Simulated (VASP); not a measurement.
# AlN (P2_1) in VASP: further runs

The runs below take AlN through single point, with LDA.

Everything below comes from runs of VASP 6.6.1. Logs are shortened: lines on timing, memory, paths and dates and some standing lists are left out, and cuts for length are marked.

## (1) The cell of the first run

It takes space group P2_1 (No. 4, monoclinic). The conventional cell has a = 3.089 Å, b = 4.944 Å, c = 3.089 Å, α = 90.00°, β = 120.00°, γ = 90.00°. Within 2.5 Å of Al (site symmetry 1) lie 4 N at 1.87 to 1.89 Å. N (site symmetry 1) has 4 Al at 1.87 to 1.89 Å within 2.5 Å.

## (2) Single point, LDA (mode 4 frozen in at -0.034 Å and mode 5 at +0.000 Å (largest displacements))

File INCAR:

```
SYSTEM = AlN
ALGO = Normal
EDIFF = 1E-6
ENCUT = 520
ISIF = 2
ISMEAR = 0
LASPH = .True.
LCHARG = .False.
LREAL = .False.
LWAVE = .False.
NBANDS = 16
NELM = 80
PREC = Accurate
SIGMA = 0.05
```

File KPOINTS:

```
k-points
0
Gamma
  9 9 6
  0 0 0
```

File POSCAR:

```
AlN
1.0
    3.0887424016      0.0000000000      0.0000000000
   -1.5443712008      2.6749293856      0.0000000000
    0.0000000000      0.0000000000      4.9437688231
Al N
2 2
Direct
    0.3221961145      0.6666666667      0.0015212672
    0.6778038855      0.3333333333      0.5015212672
    0.3432714328      0.6666666667      0.3834787328
    0.6567285672      0.3333333333      0.8834787328
```

Potentials or basis: VASP PAW LDA potentials, release 64 (Al, N).

Run with:

```console
> cat potpaw_LDA.64/Al/POTCAR potpaw_LDA.64/N/POTCAR > POTCAR
> mpirun -np 1 vasp_std > vasp.out
```

OUTCAR:

```text
SYSTEM = AlN
   EDIFF = 1E-6
   ENCUT = 520
   ISIF = 2
   ISMEAR = 0
   LASPH = .True.
   LREAL = .False.
   NELM = 80
   PREC = Accurate

 ion  position               nearest neighbor table
   1  0.322  0.667  0.002-   4 1.87   4 1.88   4 1.88   3 1.89   2 3.01   2 3.01   2 3.05   2 3.05
                             2 3.08   2 3.08
   2  0.678  0.333  0.502-   3 1.87   3 1.88   3 1.88   4 1.89   1 3.01   1 3.01   1 3.05   1 3.05
                             1 3.08   1 3.08
   3  0.343  0.667  0.383-   2 1.87   2 1.88   2 1.88   1 1.89
   4  0.657  0.333  0.883-   1 1.87   1 1.88   1 1.88   2 1.89

  LATTYP: Found a hexagonal cell.
 ALAT       =     3.0887424016
 C/A-ratio  =     1.6005766038

  Lattice vectors:

 A1 = (   3.0887424016,   0.0000000000,   0.0000000000)
 A2 = (  -1.5443712008,   2.6749293856,   0.0000000000)
 A3 = (   0.0000000000,   0.0000000000,   4.9437688231)

Analysis of symmetry for initial positions (statically):
=====================================================================
 Subroutine PRICEL returns:
 Original cell was already a primitive cell.

 Routine SETGRP: Setting up the symmetry group for a
 hexagonal supercell.

 Subroutine GETGRP returns: Found  2 space group operations
 (whereof  1 operations were pure point group operations)
 out of a pool of 24 trial point group operations.

The static configuration has the point symmetry C_1 .
 The point group associated with its full space group is C_2 .

Analysis of symmetry for dynamics (positions and initial velocities):
=====================================================================
 Subroutine PRICEL returns:
 Original cell was already a primitive cell.

 Routine SETGRP: Setting up the symmetry group for a
 hexagonal supercell.

 Subroutine GETGRP returns: Found  2 space group operations
 (whereof  1 operations were pure point group operations)
 out of a pool of 24 trial point group operations.

The dynamic configuration has the point symmetry C_1 .
 The point group associated with its full space group is C_2 .

 Subroutine INISYM returns: Found  2 space group operations
 (whereof  1 operations are pure point group operations),
 and found     1 'primitive' translations

----------------------------------------------------------------------------------------

                                     Primitive cell

  volume of cell :      40.8462

  direct lattice vectors                    reciprocal lattice vectors
     3.088742402  0.000000000  0.000000000     0.323756361  0.186920822  0.000000000
    -1.544371201  2.674929386  0.000000000     0.000000000  0.373841644  0.000000000
     0.000000000  0.000000000  4.943768823     0.000000000  0.000000000  0.202274830

  length of vectors
     3.088742402  3.088742402  4.943768823     0.373841644  0.373841644  0.202274830

  position of ions in fractional coordinates (direct lattice)
     0.322196115  0.666666667  0.001521267
     0.677803885  0.333333333  0.501521267
     0.343271433  0.666666667  0.383478733
     0.656728567  0.333333333  0.883478733

  ion indices of the primitive-cell ions
   primitive index   ion index
                 1           1
                 2           2
                 3           3
                 4           4

----------------------------------------------------------------------------------------

 KPOINTS: k-points

Automatic generation of k-mesh.
 Grid dimensions read from file:
 generate k-points for:    9    9    6

 Generating k-lattice:

  Cartesian coordinates                     Fractional coordinates (reciprocal lattice)
     0.035972929  0.020768980  0.000000000     0.111111111 -0.000000000  0.000000000
     0.000000000  0.041537960  0.000000000     0.000000000  0.111111111  0.000000000
     0.000000000  0.000000000  0.033712472     0.000000000  0.000000000  0.166666667

  Length of vectors
     0.041537960  0.041537960  0.033712472

  Shift w.r.t. Gamma in fractional coordinates (k-lattice)
     0.000000000  0.000000000  0.000000000

 Subroutine IBZKPT returns following result:
 ===========================================

 Found    164 irreducible k-points:

 Following reciprocal coordinates:
            Coordinates               Weight
  0.000000  0.000000  0.000000      1.000000
  0.111111  0.000000  0.000000      2.000000
  0.000000  0.111111  0.000000      2.000000
 -0.111111  0.111111  0.000000      2.000000
  0.222222 -0.000000  0.000000      2.000000
  0.000000  0.222222  0.000000      2.000000
[... 16 lines left out ...]
  0.333333  0.111111  0.000000      2.000000
 -0.111111  0.444444  0.000000      2.000000
 [... further k-points ...]
   k-points           NKPTS =    164   k-points in BZ     NKDIM =    164   number of bands    NBANDS=     16
   number of dos      NEDOS =    301   number of ions     NIONS =      4
   total plane-waves  NPLWV =  23040
   dimension x,y,z NGX =    24 NGY =   24 NGZ =   40
   dimension x,y,z NGXF=    48 NGYF=   48 NGZF=   80
   ions per type =               2   2
   NGX,Y,Z   is equivalent  to a cutoff of  12.92, 12.92, 13.45 a.u.
   NGXF,Y,Z  is equivalent  to a cutoff of  25.84, 25.84, 26.90 a.u.
 SYSTEM =  AlN
   PREC   = accura    normal or accurate (medium, high low for compatibility)
   ISTART =      0    job   : 0-new  1-cont  2-samecut
   ICHARG =      2    charge: 1-file 2-atom 10-const
   ISPIN  =      1    spin polarized calculation?
   LNONCOLLINEAR =      F non collinear calculations
   LSORBIT =      F    spin-orbit coupling
   LASPH  =      T    aspherical Exc in radial PAW
   ENCUT  =  520.0 eV  38.22 Ry    6.18 a.u.   5.74  5.74  9.19*2*pi/ulx,y,z
   NELM   =     80;   NELMIN=  2; NELMDL= -5     # of ELM steps
   EDIFF  = 0.1E-05   stopping-criterion for ELM
   LREAL  =      F    real-space projection
   EDIFFG = 0.1E-04   stopping-criterion for IOM
   NSW    =      0    number of steps for IOM
   IBRION =     -1    ionic relax: 0-MD 1-quasi-New 2-CG
   NFREE  =      0    steps in history (QN), initial steepest desc. (CG)
   ISIF   =      2    stress and relaxation
   ISYM   =      2    0-nonsym 1-usesym 2-fastsym
   POTIM  = 0.5000    time-step for ionic-motion
   TEBEG  =    0.0;   TEEND  =   0.0 temperature during run
   PSTRESS=    0.0 pullay stress
   NELECT =      16.0000    total number of electrons
   NUPDOWN=      -1.0000    fix difference up-down
   EMIN   =  10.00;   EMAX   =-10.00  energy-range for DOS
   EFERMI =   0.00;   METHOD = LEGACY
   ISMEAR =     0;   SIGMA  =   0.05  broadening in eV -4-tet -1-fermi 0-gaus
   EFERMI_NEDOS =   21; number of points for ismear=-14 and -15
   IALGO  =     38    algorithm
   IMIX   =      4    mixing-type and parameters
     AMIX     =   0.40;   BMIX     =  1.00
     AMIX_MAG =   1.60;   BMIX_MAG =  1.00
  volume/ion in A,a.u.               =      10.21        68.91
  Fermi-wavevector in a.u.,A,eV,Ry     =   1.197836  2.263582 19.521797  1.434812
  Thomas-Fermi vector in A             =   2.333741
   LORBIT       =      0    0 simple, 1 ext, 2 COOP (PROOUT), +10 PAW based schemes
   GGA     = CA    functional components
   LHFCALC =     F    Hartree Fock is set to
   AEXX    =    0.0000 exact exchange contribution
   IVDW    =     0    specifies the selected vdW correction
   LEPSILON=     F    determine dielectric tensor
   LRPA    =     F    only Hartree local field effects (RPA)
 non-spin polarized calculation
 Gauss-broadening in eV      SIGMA  =   0.05
  energy-cutoff  :      520.00
  volume of cell :       40.85
 maximum number of plane-waves:      1118
   NGX = 11   NGY = 11   NGZ = 19

 number of electron      16.0000000 magnetization

 Free energy of the ion-electron system (eV)
  ---------------------------------------------------
  ext. energy  EPLUGINS =         0.00000000
  ---------------------------------------------------
  free energy    TOTEN  =       -32.83156803 eV

  energy without entropy =      -32.83156803  energy(sigma->0) =      -32.83156803

 E-fermi :   6.3825     XC(G=0): -11.3434

 val. band max:        6.1218882171   @ k =   0.0000   0.0000   0.0000
 cond. band min:      10.5304006621   @ k =   0.0000   0.0000   0.0000
 fundamental gap:      4.4085124450
 Fermi energy:         6.3825049213

 k-point     1 :       0.0000    0.0000    0.0000
  band No.  band energies     occupation
      1      -9.0576      2.00000
      2      -6.7637      2.00000
      3      -0.0386      2.00000
      4       5.2098      2.00000
      5       5.2423      2.00000
      6       5.8321      2.00000
[... 8 lines left out ...]
     15      19.2243      0.00000
     16      19.4036      0.00000

 k-point     2 :       0.1111    0.0000    0.0000
  band No.  band energies     occupation
      1      -8.8937      2.00000
      2      -6.6690      2.00000
      3       0.1515      2.00000
      4       4.5024      2.00000
      5       5.0162      2.00000
      6       5.1889      2.00000
[... 8 lines left out ...]
     15      19.0206      0.00000
     16      19.3150      0.00000

 k-point     3 :       0.0000    0.1111    0.0000
  band No.  band energies     occupation
      1      -8.8934      2.00000
      2      -6.6699      2.00000
      3       0.1522      2.00000
      4       4.5073      2.00000
      5       5.0213      2.00000
      6       5.2145      2.00000
[... 8 lines left out ...]
     15      19.0560      0.00000
     16      19.2715      0.00000

 k-point     4 :      -0.1111    0.1111    0.0000
  band No.  band energies     occupation
      1      -8.8931      2.00000
      2      -6.6708      2.00000
      3       0.1529      2.00000
      4       4.5081      2.00000
      5       5.0276      2.00000
      6       5.2430      2.00000
[... 8 lines left out ...]
     15      19.1388      0.00000
     16      19.2313      0.00000

 k-point     5 :       0.2222   -0.0000    0.0000
  band No.  band energies     occupation
      1      -8.4272      2.00000
      2      -6.4292      2.00000
      3       0.7030      2.00000
      4       2.9421      2.00000
      5       3.9517      2.00000
      6       4.6068      2.00000
[... 8 lines left out ...]
     15      18.5016      0.00000
     16      18.9318      0.00000

 k-point     6 :       0.0000    0.2222    0.0000
  band No.  band energies     occupation
      1      -8.4257      2.00000
      2      -6.4338      2.00000
      3       0.7068      2.00000
      4       2.9750      2.00000
      5       3.9476      2.00000
      6       4.6060      2.00000
[... 8 lines left out ...]
     15      18.4281      0.00000
     16      19.0372      0.00000
[... 267 lines left out ...]
 k-point    21 :       0.1111    0.2222    0.0000
  band No.  band energies     occupation
      1      -8.0003      2.00000
      2      -6.2611      2.00000
      3       1.2275      2.00000
      4       2.2603      2.00000
      5       2.9029      2.00000
      6       4.3281      2.00000
[... 8 lines left out ...]
     15      18.8256      0.00000
     16      20.1783      0.00000

 k-point    22 :       0.3333   -0.1111    0.0000
  band No.  band energies     occupation
      1      -8.0001      2.00000
      2      -6.2610      2.00000
      3       1.2273      2.00000
      4       2.2177      2.00000
      5       2.9695      2.00000
      6       4.3020      2.00000
[... 8 lines left out ...]
     15      18.6591      0.00000
     16      20.0681      0.00000

 k-point    23 :       0.3333    0.1111    0.0000
  band No.  band energies     occupation
      1      -7.3146      2.00000
      2      -6.1215      2.00000
      3       1.0214      2.00000
      4       2.1267      2.00000
      5       2.2721      2.00000
      6       3.7209      2.00000
[... 8 lines left out ...]
     15      18.5849      0.00000
     16      20.9614      0.00000

 k-point    24 :      -0.1111    0.4444    0.0000
  band No.  band energies     occupation
      1      -7.2995      2.00000
      2      -6.1497      2.00000
      3       1.0933      2.00000
      4       2.1518      2.00000
      5       2.2710      2.00000
      6       3.6863      2.00000
[... 8 lines left out ...]
     15      18.4727      0.00000
     16      20.8833      0.00000

 [... further k-points ...]
[... 5 lines left out ...]
  --------------------------------------------------------------------------------------
  -------------------------------------------------------------------------------------
  Total        0.1255467      0.1566608      0.1426330     -0.0261134      0.0000000      0.0000000
  in kB        4.9245178      6.1449551      5.5947216     -1.0242866      0.0000000      0.0000000
  external PRESSURE =       5.5547315 kB  Pullay stress =       0.0000000 kB

 VOLUME and BASIS-vectors are now :
 -----------------------------------------------------------------------------
  energy-cutoff  :      520.00
  volume of cell :       40.85
      direct lattice vectors                 reciprocal lattice vectors
     3.088742402  0.000000000  0.000000000     0.323756361  0.186920822  0.000000000
    -1.544371201  2.674929386  0.000000000     0.000000000  0.373841644  0.000000000
     0.000000000  0.000000000  4.943768823     0.000000000  0.000000000  0.202274830

 POSITION                                       TOTAL-FORCE (eV/Angst)
 -----------------------------------------------------------------------------------
     -0.03440      1.78329      0.00752         0.196352      0.005686      0.007995
      1.57877      0.89164      2.47941        -0.196352     -0.005686      0.007995
      0.03070      1.78329      1.89583        -0.089204      0.002329     -0.007995
      1.51367      0.89164      4.36771         0.089204     -0.002329     -0.007995
 -----------------------------------------------------------------------------------
    total drift:                               -0.000000     -0.000000     -0.000595

  FREE ENERGIE OF THE ION-ELECTRON SYSTEM (eV)
  ---------------------------------------------------
  free  energy   TOTEN  =       -32.8315680274 eV

  energy  without entropy=      -32.8315680274  energy(sigma->0) =      -32.83156803
```

It took 49 s on 1 thread of Intel Xeon 6975P-C, shared host; peak memory 0.2 GiB.

What came out:

```
Free energy            : -32.8316 eV
Pressure               : 0.6 GPa
Largest force          : 0.197 eV/Å
Band gap on the k mesh : 4.41 eV, direct
```

Forces on the atoms (eV/Å):
```
Al   0.196  0.006  0.008
Al  -0.196 -0.006  0.008
N   -0.089  0.002 -0.008
N    0.089 -0.002 -0.008
```

Stress tensor (GPa, compression positive):
```
 0.49 -0.10  0.00
-0.10  0.61  0.00
 0.00  0.00  0.56
```

Caveat: the cell differs from its parent crystal (mode 4 frozen in at -0.034 Å and mode 5 at +0.000 Å (largest displacements)).

## (3) Single point, LDA (mode 4 frozen in at -0.034 Å and mode 5 at +0.034 Å (largest displacements))

File INCAR:

```
  PREC = Accurate
  ENCUT = 520
  EDIFF = 1E-7
  ISMEAR = 0
  SIGMA = 0.05
  LREAL = False
  LASPH = True
  NELM = 60
  ALGO = Normal
  ISIF = 2
  LWAVE = False
  LCHARG = False
  NBANDS = 16
```

File KPOINTS:

```
regular mesh
0
Gamma
  9 9 6
```

File POSCAR:

```
AlN
1.0
    3.0887424016      0.0000000000      0.0000000000
   -1.5443712008      2.6749293856      0.0000000000
    0.0000000000      0.0000000000      4.9437688231
Al N
2 2
Direct
    0.3286261908      0.6795268192      0.0015212672
    0.6713738092      0.3204731808      0.5015212672
    0.3375336684      0.6551911379      0.3834787328
    0.6624663316      0.3448088621      0.8834787328
```

Potentials or basis: VASP PAW LDA potentials, release 64 (Al, N).

Run with:

```console
> cat potpaw_LDA.64/Al/POTCAR potpaw_LDA.64/N/POTCAR > POTCAR
> mpirun -np 1 vasp_std > vasp.out
```

It took 50 s on 1 thread of Intel Xeon 6975P-C, shared host; peak memory 0.2 GiB.

It converged, with:

```
Free energy            : -32.8222 eV
Pressure               : 0.5 GPa
Largest force          : 0.270 eV/Å
Band gap on the k mesh : 4.39 eV, direct
```

Forces on the atoms (eV/Å):
```
Al   0.185 -0.196  0.017
Al  -0.185  0.196  0.017
N   -0.094  0.089 -0.017
N    0.094 -0.089 -0.017
```

Stress tensor (GPa, compression positive):
```
0.63 0.02 0.00
0.02 0.43 0.00
0.00 0.00 0.58
```

Levels at points of the mesh, in eV from the valence-band top:
```tsv
k point	band 6	band 7	band 8	band 9	band 10	band 11
(0.00, 0.00, 0.00)	-0.32	-0.17	0.00	4.39	6.71	10.60
(0.00, 0.00, 0.50)	-0.60	-0.56	-0.56	6.58	6.58	10.29
```

Caveat: the cell differs from its parent crystal (mode 4 frozen in at -0.034 Å and mode 5 at +0.034 Å (largest displacements)). A k mesh can miss the band edges.

## (4) Single point, LDA (mode 4 frozen in at -0.034 Å and mode 5 at -0.034 Å (largest displacements))

File INCAR:

```
ALGO = Normal
EDIFF = 1E-7
ENCUT = 520
GGA = CA
ISIF = 2
ISMEAR = 0
LASPH = True
LCHARG = False
LREAL = False
LWAVE = False
NBANDS = 16
NELM = 80
PREC = Accurate
SIGMA = 0.05
```

File KPOINTS:

```
k-points
0
Gamma
  9 9 6
```

File POSCAR:

```
AlN
1.0
    3.0887424016      0.0000000000      0.0000000000
   -1.5443712008      2.6749293856      0.0000000000
    0.0000000000      0.0000000000      4.9437688231
Al N
2 2
Direct
    0.3157660382      0.6538065141      0.0015212672
    0.6842339618      0.3461934859      0.5015212672
    0.3490091972      0.6781421955      0.3834787328
    0.6509908028      0.3218578045      0.8834787328
```

Run with:

```console
> cat potpaw_LDA.64/Al/POTCAR potpaw_LDA.64/N/POTCAR > POTCAR
> mpirun -np 1 vasp_std > vasp.out
```

Run time: 49 s. Hardware: 1 thread of Intel Xeon 6975P-C, shared host; peak memory 0.2 GiB.

Results (log left out):

```
Free energy            : -32.8219 eV
Pressure               : 0.5 GPa
Largest force          : 0.286 eV/Å
Band gap on the k mesh : 4.39 eV, direct
```

Forces in eV/Å, atoms in the order of the input:
```
Al   0.208  0.196  0.017
Al  -0.208 -0.196  0.017
N   -0.085 -0.089 -0.017
N    0.085  0.089 -0.017
```

Stress tensor (GPa, compression positive):
```
 0.42 -0.23  0.00
-0.23  0.63  0.00
 0.00  0.00  0.59
```

Levels at points of the mesh, in eV from the valence-band top:
| k point | band 4 | band 5 | band 6 | band 7 | band 8 | band 9 | band 10 | band 11 | band 12 | band 13 |
| --- | --- | --- | --- | --- | --- | --- | --- | --- | --- | --- |
| (0.00, 0.00, 0.00) | -0.92 | -0.88 | -0.32 | -0.17 | 0.00 | 4.39 | 6.71 | 10.60 | 10.89 | 11.29 |
| (0.00, 0.00, 0.50) | -3.38 | -0.60 | -0.60 | -0.56 | -0.56 | 6.58 | 6.58 | 10.29 | 10.29 | 11.40 |

Caveat: the cell differs from its parent crystal (mode 4 frozen in at -0.034 Å and mode 5 at -0.034 Å (largest displacements)).

(Part 1 of 2 ends here.)
